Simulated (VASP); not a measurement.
# Ti3HN3 in VASP: single point with PBE

Aim: the single point of Ti3HN3 with PBE.

Program: VASP 6.6.1. These are calculated values, not measurements. Logs are shortened: lines on timing, memory, paths and dates and some standing lists are left out, and cuts for length are marked.

### Step 1. The cell of the first run

The cell holds a slab with vacuum, 7 atoms: a = 3.003 Å, b = 3.003 Å, c = 21.258 Å, α = 90.00°, β = 90.00°, γ = 90.00°.

### Step 2. Single point, PBE, collinear spin

The input, INCAR:

```
SYSTEM = Ti3HN3
PREC = Accurate ; ENCUT = 520
EDIFF = 1E-6 ; ISMEAR = 0
SIGMA = 0.1 ; LREAL = .False.
LASPH = .True. ; NELM = 150
ALGO = Normal ; ISIF = 2
LWAVE = .False. ; LCHARG = .False.
ISPIN = 2 ; MAGMOM = 0 0 0 0 0 0 1
LORBIT = 11 ; LMAXMIX = 4
LDIPOL = .True. ; IDIPOL = 3
DIPOL = 0.5 0.5 0.314 ; GGA = PE
NBANDS = 39
```

The input, KPOINTS:

```
regular mesh
0
Gamma
  9 9 1
  0 0 0
```

The input, POSCAR:

```
Ti3HN3
1.0
    3.0028555067      0.0000000000      0.0000000000
    0.0000000000      3.0028555067      0.0000000000
    0.0000000000      0.0000000000     21.2584945000
Ti N H
3 3 1
Direct
    0.5000000000      0.5000000000      0.1881600788
    0.0000000000      0.0000000000      0.2855700768
    0.5000000000      0.5000000000      0.3789118937
    0.0000000000      0.0000000000      0.1881600788
    0.5000000000      0.5000000000      0.2840070063
    0.0000000000      0.0000000000      0.3884797439
    0.0000000000      0.0000000000      0.4858525847
```

Potentials or basis: VASP PAW PBE potentials, release 64 (Ti_sv, N, H).

On the command line:

```bash
$ cat potpaw_PBE.64/Ti_sv/POTCAR potpaw_PBE.64/N/POTCAR potpaw_PBE.64/H/POTCAR > POTCAR
$ mpirun -np 1 vasp_std > vasp.out
```

OUTCAR:

```text
SYSTEM = Ti3HN3
   PREC = Accurate
   ENCUT = 520
   EDIFF = 1E-6
   ISMEAR = 0
   LREAL = .False.
   LASPH = .True.
   NELM = 150
   ISIF = 2
   ISPIN = 2
   LORBIT = 11
   GGA = PE

 ion  position               nearest neighbor table
   1  0.500  0.500  0.188-   5 2.04   4 2.12   4 2.12   4 2.12   4 2.12
   2  0.000  0.000  0.286-   4 2.07   5 2.12   5 2.12   5 2.12   5 2.12   6 2.19   3 2.91   3 2.91
                             3 2.91   3 2.91
   3  0.500  0.500  0.379-   5 2.02   6 2.13   6 2.13   6 2.13   6 2.13   2 2.91   2 2.91   2 2.91
                             2 2.91
   4  0.000  0.000  0.188-   2 2.07   1 2.12   1 2.12   1 2.12   1 2.12
   5  0.500  0.500  0.284-   3 2.02   1 2.04   2 2.12   2 2.12   2 2.12   2 2.12
   6  0.000  0.000  0.388-   3 2.13   3 2.13   3 2.13   3 2.13   2 2.19
   7  0.000  0.000  0.486-

  LATTYP: Found a simple tetragonal cell.
 ALAT       =     3.0028555067
 C/A-ratio  =     7.0794263835

  Lattice vectors:

 A1 = (   3.0028555067,   0.0000000000,   0.0000000000)
 A2 = (   0.0000000000,   3.0028555067,   0.0000000000)
 A3 = (   0.0000000000,   0.0000000000,  21.2584945000)

Analysis of symmetry for initial positions (statically):
=====================================================================
 Subroutine PRICEL returns:
 Original cell was already a primitive cell.

 Routine SETGRP: Setting up the symmetry group for a
 simple tetragonal supercell.

 Subroutine GETGRP returns: Found  8 space group operations
 (whereof  8 operations were pure point group operations)
 out of a pool of 16 trial point group operations.

The static configuration has the point symmetry C_4v.

Analysis of symmetry for dynamics (positions and initial velocities):
=====================================================================
 Subroutine PRICEL returns:
 Original cell was already a primitive cell.

 Routine SETGRP: Setting up the symmetry group for a
 simple tetragonal supercell.

 Subroutine GETGRP returns: Found  8 space group operations
 (whereof  8 operations were pure point group operations)
 out of a pool of 16 trial point group operations.

The dynamic configuration has the point symmetry C_4v.

Analysis of structural, dynamic, and magnetic symmetry:
=====================================================================
 Subroutine PRICEL returns:
 Original cell was already a primitive cell.

 Routine SETGRP: Setting up the symmetry group for a
 simple tetragonal supercell.

 Subroutine GETGRP returns: Found  8 space group operations
[... 151 lines left out ...]
  ---------------------------------------------------
  free energy    TOTEN  =       -58.48919820 eV

  energy without entropy =      -58.46947262  energy(sigma->0) =      -58.47933541

 E-fermi :   0.7577     XC(G=0):  -5.0619

 val. band max:        0.7564230085   @ k =   0.2222   0.1111   0.0000
 cond. band min:       0.8108420884   @ k =   0.0000   0.0000   0.0000
 fundamental gap:      0.0544190799
 Fermi energy:         0.7576652326

 spin component 1

 k-point     1 :       0.0000    0.0000    0.0000
  band No.  band energies     occupation
      1     -57.1778      1.00000
      2     -57.0329      1.00000
      3     -56.7909      1.00000
      4     -33.6425      1.00000
      5     -33.4544      1.00000
      6     -33.2582      1.00000
[... 604 lines left out ...]
     37       3.6564      0.00000
     38       4.1337      0.00000
 Fermi energy:         0.7576652326

 spin component 2

 k-point     1 :       0.0000    0.0000    0.0000
  band No.  band energies     occupation
      1     -57.2145      1.00000
      2     -57.0520      1.00000
      3     -56.8100      1.00000
      4     -33.6898      1.00000
      5     -33.4865      1.00000
      6     -33.2876      1.00000
[... 604 lines left out ...]
     37       3.9690      0.00000
     38       4.1205      0.00000
 [bands above 38 left out]

------------------------ aborting loop because EDIFF is reached ----------------------------------------

 vacuum level on the upper side and lower side of the slab       (xc-potential included)         1.479        -1.487

  FORCE on cell =-STRESS in cart. coord.  units (eV):
  Direction    XX          YY          ZZ          XY          YZ          ZX
  --------------------------------------------------------------------------------------
  -------------------------------------------------------------------------------------
  Total       -4.2174411     -4.2174411      0.3495006      0.0000000      0.0000000      0.0000000
  in kB      -35.2499276    -35.2499276      2.9211717      0.0000000      0.0000000      0.0000000
  external PRESSURE =     -22.5262279 kB  Pullay stress =       0.0000000 kB

 VOLUME and BASIS-vectors are now :
 -----------------------------------------------------------------------------
  energy-cutoff  :      520.00
  volume of cell :      191.69
      direct lattice vectors                 reciprocal lattice vectors
     3.002855507  0.000000000  0.000000000     0.333016357  0.000000000  0.000000000
     0.000000000  3.002855507  0.000000000     0.000000000  0.333016357  0.000000000
     0.000000000  0.000000000 21.258494500     0.000000000  0.000000000  0.047040020

 POSITION                                       TOTAL-FORCE (eV/Angst)
 -----------------------------------------------------------------------------------
      1.50143      1.50143      4.00000        -0.000000     -0.000000      1.672726
      0.00000      0.00000      6.07079         0.000000     -0.000000     -0.201078
      1.50143      1.50143      8.05510        -0.000000      0.000000      0.850220
      0.00000      0.00000      4.00000         0.000000     -0.000000     -1.653753
      1.50143      1.50143      6.03756        -0.000000      0.000000     -0.086328
      0.00000      0.00000      8.25849        -0.000000     -0.000000     -0.591740
      0.00000      0.00000     10.32849        -0.000000     -0.000000      0.009953
 -----------------------------------------------------------------------------------
    total drift:                                0.000000     -0.000000      0.002027

  FREE ENERGIE OF THE ION-ELECTRON SYSTEM (eV)
  ---------------------------------------------------
  free  energy   TOTEN  =       -58.4891982020 eV

  energy  without entropy=      -58.4694726155  energy(sigma->0) =      -58.47933541

 vacuum level on the upper side and lower side of the slab         6.234         3.192

 total charge

# of ion       s       p       d       tot
------------------------------------------
    1        2.178   6.190   1.942  10.310
    2        2.183   6.230   2.025  10.439
    3        2.180   6.195   1.927  10.302
    4        1.250   2.453   0.000   3.704
    5        1.252   2.516   0.000   3.768
    6        1.261   2.409   0.000   3.669
    7        0.391   0.002   0.000   0.394
--------------------------------------------------
tot         10.695  25.995   5.894  42.584

 magnetization (x)

# of ion       s       p       d       tot
------------------------------------------
    1       -0.001  -0.000  -0.035  -0.036
    2        0.001   0.002  -0.020  -0.017
    3       -0.002  -0.001  -0.016  -0.019
    4        0.000  -0.003   0.000  -0.003
    5        0.000   0.004   0.000   0.004
    6        0.012   0.020   0.000   0.032
    7        0.301   0.000   0.000   0.301
--------------------------------------------------
tot          0.312   0.022  -0.072   0.262
```

stdout:

```text
POSCAR found type information on POSCAR TiN H
 POSCAR found :  3 types and       7 ions
 scaLAPACK will be used
 LDA part: xc-table for (Slater+PW92), standard interpolation
 POSCAR, INCAR and KPOINTS ok, starting setup
 FFT: planning ... GRIDC
 FFT: planning ... GRID_SOFT
 FFT: planning ... GRID
 WAVECAR not read
 entering main loop
```

Wall time 4.9 min (1 thread of Intel Xeon Platinum 8488C (Sapphire Rapids), shared host); peak memory 0.46 GiB.

What came out:

- Free energy: -58.4892 eV
- Largest force: 1.673 eV/Å
- Net moment: 0.66 μB per cell
- Site moments: Ti -0.04, -0.02 (each value once); N -0.00, +0.00, +0.03; H +0.30 μB
- Valence electrons inside the program's atomic spheres: Ti 10.31, 10.44, 10.30; N 3.70, 3.77, 3.67; H 0.39

Forces on the atoms (eV/Å):
```
Ti   0.000  0.000  1.673
Ti   0.000  0.000 -0.201
Ti   0.000  0.000  0.850
N    0.000  0.000 -1.654
N    0.000  0.000 -0.086
N    0.000  0.000 -0.592
H    0.000  0.000  0.010
```
